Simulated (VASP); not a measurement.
# BaTiO3 (P4mm) in VASP: single point with r2SCAN+U

Aim: the single point of BaTiO3 with r2SCAN+U.

Program: VASP 6.6.1. These are calculated values, not measurements. Logs are shortened: lines on timing, memory, paths and dates and some standing lists are left out, and cuts for length are marked.

## (1) The cell of the first run

It takes space group P4mm (No. 99, tetragonal). Conventional cell: a = 3.999 Å, b = 3.999 Å, c = 4.017 Å, α = 90.00°, β = 90.00°, γ = 90.00°. Ba (site symmetry 4mm) has 12 O at 2.79 to 2.88 Å and 8 Ti at 3.43 to 3.51 Å within 3.7 Å. Ti (site symmetry 4mm) has 6 O at 1.87 to 2.15 Å within 2.5 Å. O (site symmetry 4mm) has 2 Ti at 1.87 to 2.15 Å within 2.5 Å. Within 2.9 Å of O (site symmetry 2mm) lie 2 Ti at 2.00 Å and 4 Ba at 2.79 to 2.88 Å and 8 O at 2.83 to 2.84 Å.

## (2) Single point, r2SCAN+U, collinear spin, zero start

Contents of POSCAR:

```
BaTiO3
1.0
    3.9989623200      0.0000000000      0.0000000000
    0.0000000000      3.9989623200      0.0000000000
    0.0000000000      0.0000000000      8.0343170200
Ba Ti O
2 2 6
Direct
    0.0000000000      0.0000000000      0.0000000000
    0.0000000000      0.0000000000      0.5000000000
    0.5000000000      0.5000000000      0.2410000000
    0.5000000000      0.5000000000      0.7410000000
    0.5000000000      0.5000000000      0.0080000000
    0.5000000000      0.5000000000      0.5080000000
    0.5000000000      0.0000000000      0.2575000000
    0.5000000000      0.0000000000      0.7575000000
    0.0000000000      0.5000000000      0.2575000000
    0.0000000000      0.5000000000      0.7575000000
```

Contents of INCAR.step1:

```
SYSTEM = BaTiO3
ALGO = Normal
EDIFF = 1E-4
ENCUT = 520
GGA = PE
ISMEAR = -1
ISPIN = 2
LASPH = .True.
LCHARG = .False.
LDAU = .True.
LDAUJ = 0 0 0
LDAUL = -1 2 -1
LDAUTYPE = 2
LDAUU = 0 6.34 0
LMAXMIX = 4
LREAL = .False.
LWAVE = .True.
MAGMOM = 0 0 0 0 0 0 0 0 0 0
NBANDS = 55
NELM = 150
PREC = Accurate
SIGMA = 0.1
```

Contents of INCAR.step2:

```
SYSTEM = BaTiO3
ALGO = Normal
EDIFF = 1E-6
ENCUT = 520
ISIF = 2
ISMEAR = -1
ISPIN = 2
ISTART = 1
LASPH = .True.
LCHARG = .True.
LDAU = .True.
LDAUJ = 0 0 0
LDAUL = -1 2 -1
LDAUPRINT = 1
LDAUTYPE = 2
LDAUU = 0 6.34 0
LELF = .True.
LMAXMIX = 4
LMIXTAU = .True.
LORBIT = 11
LREAL = .False.
LVHAR = .True.
LWAVE = .False.
MAGMOM = 0 0 0 0 0 0 0 0 0 0
METAGGA = R2SCAN
NBANDS = 55
NELM = 150
PREC = Accurate
SIGMA = 0.1
```

Contents of KPOINTS:

```
k-points
0
Gamma
  6 6 3
  0 0 0
```

Potentials or basis: VASP PAW PBE potentials, release 64 (Ba_sv, Ti_sv, O).

Run with:

```
$ cat potpaw_PBE.64/Ba_sv/POTCAR potpaw_PBE.64/Ti_sv/POTCAR potpaw_PBE.64/O/POTCAR > POTCAR
$ cp INCAR.step1 INCAR
$ mpirun -np 1 vasp_std > vasp.out
$ cp INCAR.step2 INCAR
$ mpirun -np 1 vasp_std > vasp.out
```

OUTCAR:

```text
SYSTEM = BaTiO3
   EDIFF = 1E-6
   ENCUT = 520
   ISIF = 2
   ISMEAR = -1
   ISPIN = 2
   ISTART = 1
   LASPH = .True.
   LORBIT = 11
   LREAL = .False.
   METAGGA = R2SCAN
   NELM = 150
   PREC = Accurate

 ion  position               nearest neighbor table
   1  0.000  0.000  0.000-   8 2.79  10 2.79  10 2.79   8 2.79   5 2.83   5 2.83   5 2.83   5 2.83
                             9 2.88   7 2.88   9 2.88   7 2.88   3 3.43   3 3.43   3 3.43   3 3.43
   2  0.000  0.000  0.500-   7 2.79   9 2.79   9 2.79   7 2.79   6 2.83   6 2.83   6 2.83   6 2.83
                             8 2.88  10 2.88   8 2.88  10 2.88   4 3.43   4 3.43   4 3.43   4 3.43
   3  0.500  0.500  0.241-   5 1.87   7 2.00   9 2.00   7 2.00   9 2.00   6 2.15   1 3.43   1 3.43
                             1 3.43   1 3.43   2 3.51   2 3.51   2 3.51   2 3.51
   4  0.500  0.500  0.741-   6 1.87   8 2.00  10 2.00   8 2.00  10 2.00   5 2.15   2 3.43   2 3.43
                             2 3.43   2 3.43   1 3.51   1 3.51   1 3.51   1 3.51
   5  0.500  0.500  0.008-   3 1.87   4 2.15   1 2.83   1 2.83   1 2.83   1 2.83
   6  0.500  0.500  0.508-   4 1.87   3 2.15   2 2.83   2 2.83   2 2.83   2 2.83
   7  0.500  0.000  0.258-   3 2.00   3 2.00   2 2.79   2 2.79   1 2.88   1 2.88
   8  0.500  0.000  0.758-   4 2.00   4 2.00   1 2.79   1 2.79   2 2.88   2 2.88
   9  0.000  0.500  0.258-   3 2.00   3 2.00   2 2.79   2 2.79   1 2.88   1 2.88
  10  0.000  0.500  0.758-   4 2.00   4 2.00   1 2.79   1 2.79   2 2.88   2 2.88
[... 7 lines left out ...]
 A1 = (   3.9989623200,   0.0000000000,   0.0000000000)
 A2 = (   0.0000000000,   3.9989623200,   0.0000000000)
 A3 = (   0.0000000000,   0.0000000000,   8.0343170200)

Analysis of symmetry for initial positions (statically):
=====================================================================
 Subroutine PRICEL returns following result:

  LATTYP: Found a simple tetragonal cell.
 ALAT       =     3.9989623200
 C/A-ratio  =     1.0045502279
[... 12 lines left out ...]
 Subroutine GETGRP returns: Found  8 space group operations
 (whereof  8 operations were pure point group operations)
 out of a pool of 16 trial point group operations.

The static configuration has the point symmetry C_4v.

Analysis of symmetry for dynamics (positions and initial velocities):
=====================================================================
 Subroutine PRICEL returns following result:

  LATTYP: Found a simple tetragonal cell.
 ALAT       =     3.9989623200
 C/A-ratio  =     1.0045502279
[... 12 lines left out ...]
 Subroutine GETGRP returns: Found  8 space group operations
 (whereof  8 operations were pure point group operations)
 out of a pool of 16 trial point group operations.

The dynamic configuration has the point symmetry C_4v.

Analysis of structural, dynamic, and magnetic symmetry:
=====================================================================
 Subroutine PRICEL returns following result:

  LATTYP: Found a simple tetragonal cell.
 ALAT       =     3.9989623200
 C/A-ratio  =     1.0045502279
[... 12 lines left out ...]
 Subroutine GETGRP returns: Found  8 space group operations
 (whereof  8 operations were pure point group operations)
 out of a pool of 16 trial point group operations.

The overall configuration has the point symmetry C_4v.

 Subroutine INISYM returns: Found  8 space group operations
 (whereof  8 operations are pure point group operations),
 and found     2 'primitive' translations

----------------------------------------------------------------------------------------

                                     Primitive cell

  volume of cell :      64.2412

  direct lattice vectors                    reciprocal lattice vectors
     3.998962320  0.000000000  0.000000000     0.250064872  0.000000000  0.000000000
     0.000000000  3.998962320  0.000000000     0.000000000  0.250064872  0.000000000
     0.000000000  0.000000000  4.017158510     0.000000000  0.000000000  0.248932174

  length of vectors
     3.998962320  3.998962320  4.017158510     0.250064872  0.250064872  0.248932174

  position of ions in fractional coordinates (direct lattice)
     0.000000000  0.000000000  0.000000000
     0.500000000  0.500000000  0.482000000
     0.500000000  0.500000000  0.016000000
     0.500000000  0.000000000  0.515000000
     0.000000000  0.500000000  0.515000000

  ion indices of the primitive-cell ions
   primitive index   ion index
                 1           1
[... 163 lines left out ...]
 -0.0000  0.0911 -0.0000  0.0000  0.0000
  0.0000 -0.0000  0.2375  0.0000 -0.0000
 -0.0000  0.0000  0.0000  0.0911  0.0000
 -0.0000  0.0000 -0.0000  0.0000  0.2242

 occupancies and eigenvectors

  o =  0.0826  v =  0.0000  0.0000  0.0000  0.0000  0.0000  1.0000  0.0000  0.0000  0.0000  0.0000      0.0000  0.0000  0.0000  0.0000  0.0000  0.0000  0.0000  0.0000  0.0000  0.0000
  o =  0.0826  v =  1.0000  0.0000  0.0000  0.0000  0.0000  0.0000  0.0000  0.0000  0.0000  0.0000      0.0000  0.0000  0.0000  0.0000  0.0000  0.0000  0.0000  0.0000  0.0000  0.0000
  o =  0.0911  v =  0.0000  0.0000  0.0000  0.0000  0.0000  0.0000  0.4018  0.0000 -0.9157 -0.0000      0.0000  0.0000  0.0000  0.0000  0.0000  0.0000  0.0000  0.0000  0.0000  0.0000
  o =  0.0911  v =  0.0000  0.0000  0.0000  0.0000  0.0000  0.0000 -0.9157  0.0000 -0.4018  0.0000      0.0000  0.0000  0.0000  0.0000  0.0000  0.0000  0.0000  0.0000  0.0000  0.0000
  o =  0.0911  v =  0.0000 -0.9997  0.0000  0.0228 -0.0000  0.0000  0.0000  0.0000  0.0000  0.0000      0.0000  0.0000  0.0000  0.0000  0.0000  0.0000  0.0000  0.0000  0.0000  0.0000
  o =  0.0911  v =  0.0000  0.0228 -0.0000  0.9997 -0.0000  0.0000  0.0000  0.0000  0.0000  0.0000      0.0000  0.0000  0.0000  0.0000  0.0000  0.0000  0.0000  0.0000  0.0000  0.0000
  o =  0.2242  v =  0.0000  0.0000  0.0000  0.0000  0.0000  0.0000  0.0000 -0.0000  0.0000  1.0000      0.0000  0.0000  0.0000  0.0000  0.0000  0.0000  0.0000  0.0000  0.0000  0.0000
  o =  0.2242  v =  0.0000 -0.0000 -0.0000  0.0000  1.0000  0.0000  0.0000  0.0000  0.0000  0.0000      0.0000  0.0000  0.0000  0.0000  0.0000  0.0000  0.0000  0.0000  0.0000  0.0000
  o =  0.2375  v =  0.0000  0.0000  0.0000  0.0000  0.0000  0.0000  0.0000  1.0000  0.0000  0.0000      0.0000  0.0000  0.0000  0.0000  0.0000  0.0000  0.0000  0.0000  0.0000  0.0000
  o =  0.2375  v =  0.0000  0.0000  1.0000  0.0000  0.0000  0.0000  0.0000  0.0000  0.0000  0.0000      0.0000  0.0000  0.0000  0.0000  0.0000  0.0000  0.0000  0.0000  0.0000  0.0000

 number of electron      79.9999953 magnetization       0.0000000

 Free energy of the ion-electron system (eV)
  ---------------------------------------------------
  ext. energy  EPLUGINS =         0.00000000
  ---------------------------------------------------
  free energy    TOTEN  =      -140.37358670 eV

  energy without entropy =     -140.37358661  energy(sigma->0) =     -140.37358665

 E-fermi :   5.3565     XC(G=0): -11.9118

 val. band max:        3.7787626128   @ k =   0.5000   0.5000   0.0000
 cond. band min:       6.8466432593   @ k =   0.0000   0.0000   0.0000
 fundamental gap:      3.0678806465
 Fermi energy:         5.3565299415

 spin component 1

 k-point     1 :       0.0000    0.0000    0.0000
  band No.  band energies     occupation
      1     -56.7265      1.00000
      2     -56.7256      1.00000
      3     -31.8867      1.00000
      4     -31.8421      1.00000
      5     -31.8030      1.00000
      6     -31.8030      1.00000
[... 1089 lines left out ...]
     51      11.8044      0.00000
     52      11.8447      0.00000
 Fermi energy:         5.3565299415

 spin component 2

 k-point     1 :       0.0000    0.0000    0.0000
  band No.  band energies     occupation
      1     -56.7265      1.00000
      2     -56.7256      1.00000
      3     -31.8867      1.00000
      4     -31.8421      1.00000
      5     -31.8030      1.00000
      6     -31.8030      1.00000
[... 1089 lines left out ...]
     51      11.8044      0.00000
     52      11.8447      0.00000
 [bands above 52 left out]

------------------------ aborting loop because EDIFF is reached ----------------------------------------

  FORCE on cell =-STRESS in cart. coord.  units (eV):
  Direction    XX          YY          ZZ          XY          YZ          ZX
  --------------------------------------------------------------------------------------
  -------------------------------------------------------------------------------------
  Total        4.9296400      4.9296400      6.9001294      0.0000000     -0.0000000      0.0000000
  in kB       61.4726873     61.4726873     86.0447212      0.0000000     -0.0000000      0.0000000
  external PRESSURE =      69.6633653 kB  Pullay stress =       0.0000000 kB

 VOLUME and BASIS-vectors are now :
 -----------------------------------------------------------------------------
  energy-cutoff  :      520.00
  volume of cell :      128.48
      direct lattice vectors                 reciprocal lattice vectors
     3.998962320  0.000000000  0.000000000     0.250064872  0.000000000  0.000000000
     0.000000000  3.998962320  0.000000000     0.000000000  0.250064872  0.000000000
     0.000000000  0.000000000  8.034317020     0.000000000  0.000000000  0.124466087

 POSITION                                       TOTAL-FORCE (eV/Angst)
 -----------------------------------------------------------------------------------
      0.00000      0.00000      0.00000        -0.000000      0.000000     -0.092322
      0.00000      0.00000      4.01716        -0.000000      0.000000     -0.092322
      1.99948      1.99948      1.93627        -0.000000     -0.000000      1.269954
      1.99948      1.99948      5.95343        -0.000000     -0.000000      1.269954
      1.99948      1.99948      0.06427        -0.000000     -0.000000     -0.731308
      1.99948      1.99948      4.08143        -0.000000     -0.000000     -0.731308
      1.99948      0.00000      2.06884         0.000000      0.000000     -0.223162
      1.99948      0.00000      6.08600         0.000000      0.000000     -0.223162
      0.00000      1.99948      2.06884        -0.000000      0.000000     -0.223162
      0.00000      1.99948      6.08600        -0.000000      0.000000     -0.223162
 -----------------------------------------------------------------------------------
    total drift:                                0.000000      0.000000     -0.014885

  FREE ENERGIE OF THE ION-ELECTRON SYSTEM (eV)
  ---------------------------------------------------
  free  energy   TOTEN  =      -140.3735867020 eV

  energy  without entropy=     -140.3735866071  energy(sigma->0) =     -140.37358665

 total charge

# of ion       s       p       d       tot
------------------------------------------
    1        2.019   5.671   0.313   8.004
    2        2.019   5.671   0.313   8.004
    3        2.225   6.295   1.429   9.949
    4        2.225   6.295   1.429   9.949
    5        1.569   3.532   0.000   5.100
    6        1.569   3.532   0.000   5.100
    7        1.565   3.529   0.000   5.094
    8        1.565   3.529   0.000   5.094
    9        1.565   3.529   0.000   5.094
   10        1.565   3.529   0.000   5.094
--------------------------------------------------
tot         17.885  45.112   3.483  66.480

 magnetization (x)

# of ion       s       p       d       tot
------------------------------------------
    1        0.000   0.000   0.000   0.000
    2        0.000   0.000   0.000   0.000
    3        0.000  -0.000   0.000   0.000
    4        0.000  -0.000   0.000   0.000
    5        0.000  -0.000   0.000  -0.000
    6        0.000  -0.000   0.000  -0.000
    7       -0.000  -0.000   0.000  -0.000
    8       -0.000  -0.000   0.000  -0.000
    9       -0.000  -0.000   0.000  -0.000
   10       -0.000  -0.000   0.000  -0.000
--------------------------------------------------
tot          0.000  -0.000   0.000  -0.000
```

Wall time 16 min (1 thread of Oxide Virtual Turin-like, shared host); peak memory 0.39 GiB.

Results:

| Quantity | Value |
| --- | --- |
| Free energy | -140.3736 eV |
| Pressure | 7.0 GPa |
| Largest force | 1.270 eV/Å |
| Band gap on the k mesh | 3.07 eV |
| Net moment | 0.00 μB per cell |
| Valence electrons inside the program's atomic spheres | Ba 8.00; Ti 9.95; O 5.10, 5.09 (each value once) |

Forces on the atoms (eV/Å):
```
Ba   0.000  0.000 -0.092
Ba   0.000  0.000 -0.092
Ti   0.000  0.000  1.270
Ti   0.000  0.000  1.270
O    0.000  0.000 -0.731
O    0.000  0.000 -0.731
O    0.000  0.000 -0.223
O    0.000  0.000 -0.223
O    0.000  0.000 -0.223
O    0.000  0.000 -0.223
```

Eigenvalues of the final occupation matrices:
```
    site  spin  trace               eigenvalues
site 3 d     1   0.73  0.08 0.09 0.09 0.22 0.24
site 3 d     2   0.73  0.08 0.09 0.09 0.22 0.24
site 4 d     1   0.73  0.08 0.09 0.09 0.22 0.24
site 4 d     2   0.73  0.08 0.09 0.09 0.22 0.24
```

Caveat: the cell stands under pressure; the PAW data sets were made with another functional, which shifts forces and pressure a little; spin-orbit coupling is left out, which moves the levels of the heavy elements; an odd mesh through Γ misses points on the zone boundary, where band edges can lie.
